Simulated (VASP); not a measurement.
# CdS (Greenockite) (P6_3mc) in VASP: notebook

The runs below take CdS (Greenockite) through single point, with BHLYP, PBEsol.

Everything below comes from runs of VASP 6.6.1. Logs are shortened: lines on timing, memory, paths and dates and some standing lists are left out, and cuts for length are marked.

## Step 1: The cell of the first run

Symmetry: P6_3mc, No. 186, hexagonal system. Conventional cell: a = 4.205 Å, b = 4.205 Å, c = 6.830 Å, α = 90.00°, β = 90.00°, γ = 120.00°. Within 3.4 Å of Cd (site symmetry 3m) lie 4 S at 2.57 Å. Within 3.4 Å of S (site symmetry 3m) lie 4 Cd at 2.57 Å.

## Step 2: Single point, BHLYP

The input, POSCAR:

```
CdS
1.0
    4.2053373188      0.0000000000      0.0000000000
   -2.1026686594      3.6419289496      0.0000000000
    0.0000000000      0.0000000000      6.8297228290
Cd S
2 2
Direct
    0.6666666667      0.3333333333      0.4991196484
    0.3333333333      0.6666666667     -0.0008803516
    0.6666666667      0.3333333333      0.8758803516
    0.3333333333      0.6666666667      0.3758803516
```

The input, INCAR.step1:

```
SYSTEM = CdS
ALGO = Normal
EDIFF = 1E-5
ENCUT = 520
GGA = PE
ISIF = 2
ISMEAR = -1
LASPH = .True.
LCHARG = .False.
LREAL = .False.
LWAVE = .True.
NBANDS = 26
NELM = 80
PREC = Accurate
SIGMA = 0.05
```

The input, INCAR.step2:

```
SYSTEM = CdS
AEXX = 0.5
AGGAC = 1.0
AGGAX = 0.5
ALDAC = 0.0
ALDAX = 0.5
ALGO = Normal
EDIFF = 1E-7
ENCUT = 520
GGA = B5
ISIF = 2
ISMEAR = -1
ISTART = 1
LASPH = .True.
LCHARG = .False.
LHFCALC = .True.
LREAL = .False.
LWAVE = .False.
NBANDS = 26
NELM = 80
PREC = Accurate
PRECFOCK = Normal
SIGMA = 0.05
```

The input, KPOINTS:

```
k-points
0
Gamma
  4 4 2
  0 0 0
```

Potentials or basis: VASP PAW PBE potentials, release 64 (Cd, S).

Started as:

```bash
cat potpaw_PBE.64/Cd/POTCAR potpaw_PBE.64/S/POTCAR > POTCAR
cp INCAR.step1 INCAR
mpirun -np 1 vasp_std > vasp.out
cp INCAR.step2 INCAR
mpirun -np 1 vasp_std > vasp.out
```

OUTCAR:

```text
SYSTEM = CdS
   AEXX = 0.5
   EDIFF = 1E-7
   ENCUT = 520
   GGA = B5
   ISIF = 2
   ISMEAR = -1
   ISTART = 1
   LASPH = .True.
   LHFCALC = .True.
   LREAL = .False.
   NELM = 80
   PREC = Accurate
   PRECFOCK = Normal

 ion  position               nearest neighbor table
   1  0.667  0.333  0.499-   4 2.57   4 2.57   4 2.57   3 2.57
   2  0.333  0.667  0.999-   3 2.57   3 2.57   3 2.57   4 2.57
   3  0.667  0.333  0.876-   2 2.57   2 2.57   2 2.57   1 2.57
   4  0.333  0.667  0.376-   1 2.57   1 2.57   1 2.57   2 2.57

  LATTYP: Found a hexagonal cell.
 ALAT       =     4.2053373188
 C/A-ratio  =     1.6240606428

  Lattice vectors:

 A1 = (   4.2053373188,   0.0000000000,   0.0000000000)
 A2 = (  -2.1026686594,   3.6419289496,   0.0000000000)
 A3 = (   0.0000000000,   0.0000000000,   6.8297228290)

Analysis of symmetry for initial positions (statically):
=====================================================================
 Subroutine PRICEL returns:
 Original cell was already a primitive cell.

 Routine SETGRP: Setting up the symmetry group for a
 hexagonal supercell.

 Subroutine GETGRP returns: Found 12 space group operations
 (whereof  6 operations were pure point group operations)
 out of a pool of 24 trial point group operations.

The static configuration has the point symmetry C_3v.
 The point group associated with its full space group is C_6v.

Analysis of symmetry for dynamics (positions and initial velocities):
=====================================================================
 Subroutine PRICEL returns:
 Original cell was already a primitive cell.

 Routine SETGRP: Setting up the symmetry group for a
 hexagonal supercell.

 Subroutine GETGRP returns: Found 12 space group operations
 (whereof  6 operations were pure point group operations)
 out of a pool of 24 trial point group operations.

The dynamic configuration has the point symmetry C_3v.
 The point group associated with its full space group is C_6v.

 Subroutine INISYM returns: Found 12 space group operations
 (whereof  6 operations are pure point group operations),
 and found     1 'primitive' translations

----------------------------------------------------------------------------------------

                                     Primitive cell

  volume of cell :     104.6009

  direct lattice vectors                    reciprocal lattice vectors
     4.205337319  0.000000000  0.000000000     0.237793053  0.137289883  0.000000000
    -2.102668659  3.641928950  0.000000000     0.000000000  0.274579766  0.000000000
     0.000000000  0.000000000  6.829722829     0.000000000  0.000000000  0.146418826

  length of vectors
     4.205337319  4.205337319  6.829722829     0.274579766  0.274579766  0.146418826

  position of ions in fractional coordinates (direct lattice)
     0.666666667  0.333333333  0.499119648
     0.333333333  0.666666667  0.999119648
     0.666666667  0.333333333  0.875880352
     0.333333333  0.666666667  0.375880352

  ion indices of the primitive-cell ions
   primitive index   ion index
                 1           1
                 2           2
                 3           3
                 4           4

----------------------------------------------------------------------------------------

 KPOINTS: k-points

Automatic generation of k-mesh.
 Grid dimensions read from file:
 generate k-points for:    4    4    2

 Generating k-lattice:

  Cartesian coordinates                     Fractional coordinates (reciprocal lattice)
     0.059448263  0.034322471  0.000000000     0.250000000  0.000000000  0.000000000
     0.000000000  0.068644942  0.000000000     0.000000000  0.250000000  0.000000000
     0.000000000  0.000000000  0.073209413     0.000000000  0.000000000  0.500000000

  Length of vectors
     0.068644942  0.068644942  0.073209413

  Shift w.r.t. Gamma in fractional coordinates (k-lattice)
     0.000000000  0.000000000  0.000000000

 Subroutine IBZKPT returns following result:
 ===========================================

 Found      8 irreducible k-points:

 Following reciprocal coordinates:
            Coordinates               Weight
  0.000000  0.000000  0.000000      1.000000
  0.250000 -0.000000  0.000000      6.000000
  0.500000 -0.000000  0.000000      3.000000
  0.250000  0.250000  0.000000      6.000000
  0.000000  0.000000  0.500000      1.000000
  0.250000 -0.000000  0.500000      6.000000
  0.500000 -0.000000  0.500000      3.000000
  0.250000  0.250000  0.500000      6.000000
   k-points           NKPTS =      8   k-points in BZ     NKDIM =     32   number of bands    NBANDS=     26
   number of dos      NEDOS =    301   number of ions     NIONS =      4
   total plane-waves  NPLWV =  55296
   dimension x,y,z NGX =    32 NGY =   32 NGZ =   54
   dimension x,y,z NGXF=    64 NGYF=   64 NGZF=  108
   ions per type =               2   2
   NGX,Y,Z   is equivalent  to a cutoff of  12.65, 12.65, 13.14 a.u.
   NGXF,Y,Z  is equivalent  to a cutoff of  25.30, 25.30, 26.29 a.u.
 SYSTEM =  CdS
   PREC   = accura    normal or accurate (medium, high low for compatibility)
   ISTART =      1    job   : 0-new  1-cont  2-samecut
   ICHARG =      0    charge: 1-file 2-atom 10-const
   ISPIN  =      1    spin polarized calculation?
   LNONCOLLINEAR =      F non collinear calculations
   LSORBIT =      F    spin-orbit coupling
   LASPH  =      T    aspherical Exc in radial PAW
   ENCUT  =  520.0 eV  38.22 Ry    6.18 a.u.   7.82  7.82 12.70*2*pi/ulx,y,z
   NELM   =     80;   NELMIN=  2; NELMDL=  0     # of ELM steps
   EDIFF  = 0.1E-06   stopping-criterion for ELM
   LREAL  =      F    real-space projection
   EDIFFG = 0.1E-05   stopping-criterion for IOM
   NSW    =      0    number of steps for IOM
   IBRION =     -1    ionic relax: 0-MD 1-quasi-New 2-CG
   NFREE  =      0    steps in history (QN), initial steepest desc. (CG)
   ISIF   =      2    stress and relaxation
   ISYM   =      3    0-nonsym 1-usesym 2-fastsym
   POTIM  = 0.5000    time-step for ionic-motion
   TEBEG  =    0.0;   TEEND  =   0.0 temperature during run
   PSTRESS=    0.0 pullay stress
   NELECT =      36.0000    total number of electrons
   NUPDOWN=      -1.0000    fix difference up-down
   EMIN   =  10.00;   EMAX   =-10.00  energy-range for DOS
   EFERMI =   0.00;   METHOD = LEGACY
   ISMEAR =    -1;   SIGMA  =   0.05  broadening in eV -4-tet -1-fermi 0-gaus
   EFERMI_NEDOS =   21; number of points for ismear=-14 and -15
   IALGO  =     38    algorithm
   IMIX   =      1    mixing-type and parameters
     AMIX     =   0.40;   BMIX     =  1.00
     AMIX_MAG =   1.60;   BMIX_MAG =  1.00
  volume/ion in A,a.u.               =      26.15       176.47
  Fermi-wavevector in a.u.,A,eV,Ry     =   1.147265  2.168017 17.908230  1.316218
  Thomas-Fermi vector in A             =   2.283946
   LORBIT       =      0    0 simple, 1 ext, 2 COOP (PROOUT), +10 PAW based schemes
   GGA     = B5    functional components
   LHFCALC =     T    Hartree Fock is set to
   PRECFOCK=normal    Normal, Fast or Accurate (Low or Medium for compatibility)
   ENCUT4O =  -1.0   cutoff for four orbital integrals eV
   NKREDX  =     1    reduce k-point grid by
   NKREDY  =     1    reduce k-point grid by
   NKREDZ  =     1    reduce k-point grid by
   AEXX    =    0.5000 exact exchange contribution
   HFSCREEN=    0.0000 screening length (either q_TF or 0.3 A-1)
   HFSCREENC=   0.0000 screening length for correlation (either q_TF or 0.3 A-1)
   ENCUTFOCK=  -1.0 apply spherical cutoff to Coloumb kernel
   IVDW    =     0    specifies the selected vdW correction
   LEPSILON=     F    determine dielectric tensor
   LRPA    =     F    only Hartree local field effects (RPA)
 non-spin polarized calculation
  energy-cutoff  :      520.00
  volume of cell :      104.60
 maximum number of plane-waves:      2836
 NGX is ok and might be reduce to    32
  NGX = 24; NGY = 24; NGZ = 40

 number of electron      36.0000002 magnetization

 Free energy of the ion-electron system (eV)
  ---------------------------------------------------
  ext. energy  EPLUGINS =         0.00000000
  ---------------------------------------------------
  free energy    TOTEN  =       -18.99175512 eV

  energy without entropy =      -18.99175512  energy(sigma->0) =      -18.99175512

 E-fermi :   0.2362     XC(G=0):  -4.7156

 val. band max:       -0.8639697764   @ k =   0.0000   0.0000   0.0000
 cond. band min:       3.7432429972   @ k =   0.0000   0.0000   0.0000
 fundamental gap:      4.6072127736
 Fermi energy:         0.2361818551

 k-point     1 :       0.0000    0.0000    0.0000
  band No.  band energies     occupation
      1     -15.3333      2.00000
      2     -14.9052      2.00000
      3     -10.7739      2.00000
      4     -10.7649      2.00000
      5     -10.7649      2.00000
      6     -10.6894      2.00000
[... 18 lines left out ...]
     25      10.6825      0.00000
     26      10.6825      0.00000

 k-point     2 :       0.2500   -0.0000    0.0000
  band No.  band energies     occupation
      1     -15.1377      2.00000
      2     -14.8303      2.00000
      3     -10.7182      2.00000
      4     -10.7044      2.00000
      5     -10.6109      2.00000
      6     -10.6006      2.00000
[... 18 lines left out ...]
     25      11.0533      0.00000
     26      11.5176      0.00000

 k-point     3 :       0.5000   -0.0000    0.0000
  band No.  band energies     occupation
      1     -14.9159      2.00000
      2     -14.7854      2.00000
      3     -10.6759      2.00000
      4     -10.6644      2.00000
      5     -10.5168      2.00000
      6     -10.4997      2.00000
[... 18 lines left out ...]
     25      11.3954      0.00000
     26      13.2870      0.00000

 k-point     4 :       0.2500    0.2500    0.0000
  band No.  band energies     occupation
      1     -14.9174      2.00000
      2     -14.7867      2.00000
      3     -10.6910      2.00000
      4     -10.6290      2.00000
      5     -10.5464      2.00000
      6     -10.5275      2.00000
[... 18 lines left out ...]
     25      10.8171      0.00000
     26      12.6382      0.00000

 k-point     5 :       0.0000    0.0000    0.5000
  band No.  band energies     occupation
      1     -15.1110      2.00000
      2     -15.1110      2.00000
      3     -10.7324      2.00000
      4     -10.7324      2.00000
      5     -10.7324      2.00000
      6     -10.7324      2.00000
[... 18 lines left out ...]
     25       9.8159      0.00000
     26       9.8159      0.00000

 k-point     6 :       0.2500   -0.0000    0.5000
  band No.  band energies     occupation
      1     -14.9735      2.00000
      2     -14.9735      2.00000
      3     -10.6674      2.00000
      4     -10.6674      2.00000
      5     -10.6539      2.00000
      6     -10.6539      2.00000
[... 18 lines left out ...]
     25      10.8746      0.00000
     26      10.8746      0.00000

 k-point     7 :       0.5000   -0.0000    0.5000
  band No.  band energies     occupation
      1     -14.8394      2.00000
      2     -14.8394      2.00000
      3     -10.6426      2.00000
      4     -10.6426      2.00000
      5     -10.5864      2.00000
      6     -10.5864      2.00000
[... 18 lines left out ...]
     25      11.5390      0.00000
     26      11.5390      0.00000

 k-point     8 :       0.2500    0.2500    0.5000
  band No.  band energies     occupation
      1     -14.8406      2.00000
      2     -14.8406      2.00000
      3     -10.6231      2.00000
      4     -10.6231      2.00000
      5     -10.5951      2.00000
      6     -10.5951      2.00000
[... 18 lines left out ...]
     25      11.3051      0.00000
     26      11.3051      0.00000

------------------------ aborting loop because EDIFF is reached ----------------------------------------

  FORCE on cell =-STRESS in cart. coord.  units (eV):
  Direction    XX          YY          ZZ          XY          YZ          ZX
  --------------------------------------------------------------------------------------
  -------------------------------------------------------------------------------------
  Total        0.0353114      0.0353114      0.0482314      0.0000000     -0.0000000      0.0000000
  in kB        0.5408664      0.5408664      0.7387628      0.0000000     -0.0000000      0.0000000
  external PRESSURE =       0.6068319 kB  Pullay stress =       0.0000000 kB

 VOLUME and BASIS-vectors are now :
 -----------------------------------------------------------------------------
  energy-cutoff  :      520.00
  volume of cell :      104.60
      direct lattice vectors                 reciprocal lattice vectors
     4.205337319  0.000000000  0.000000000     0.237793053  0.137289883  0.000000000
    -2.102668659  3.641928950  0.000000000     0.000000000  0.274579766  0.000000000
     0.000000000  0.000000000  6.829722829     0.000000000  0.000000000  0.146418826

 POSITION                                       TOTAL-FORCE (eV/Angst)
 -----------------------------------------------------------------------------------
      2.10267      1.21398      3.40885        -0.000000      0.000000      0.001016
     -0.00000      2.42795      6.82371         0.000000     -0.000000      0.001016
      2.10267      1.21398      5.98202         0.000000      0.000000     -0.001016
     -0.00000      2.42795      2.56716         0.000000      0.000000     -0.001016
 -----------------------------------------------------------------------------------
    total drift:                               -0.000000     -0.000000     -0.000863

  FREE ENERGIE OF THE ION-ELECTRON SYSTEM (eV)
  ---------------------------------------------------
  free  energy   TOTEN  =       -18.9917551190 eV

  energy  without entropy=      -18.9917551189  energy(sigma->0) =      -18.99175512
```

Run time: 17 min. Hardware: 1 thread of AMD EPYC 9R45 (Zen 5), shared host; peak memory 0.23 GiB.

Results:

```
Free energy            : -18.9918 eV
Pressure               : 0.1 GPa
Band gap on the k mesh : 4.61 eV, direct
```

Levels at points of the mesh, in eV from the valence-band top:
```tsv
k point	band 14	band 15	band 16	band 17	band 18	band 19	band 20	band 21	band 22	band 23
(0.00, 0.00, 0.00)	-0.80	-0.80	-0.04	0.00	0.00	4.61	6.39	10.31	10.31	10.70
(0.50, 0.00, 0.00)	-3.74	-2.77	-1.97	-1.33	-0.79	7.38	7.47	8.63	10.28	10.86
(0.00, 0.00, 0.50)	-2.60	-0.42	-0.42	-0.42	-0.42	6.37	6.37	9.95	9.95	10.68
(0.50, 0.00, 0.50)	-4.44	-1.41	-1.41	-1.38	-1.38	7.03	7.03	9.12	9.12	11.76
```

Caveat: the k points lie up to 0.46 Å⁻¹ apart; the PAW data sets were made with another functional, which shifts forces and pressure a little.

(Continued in part 2 of 2.)
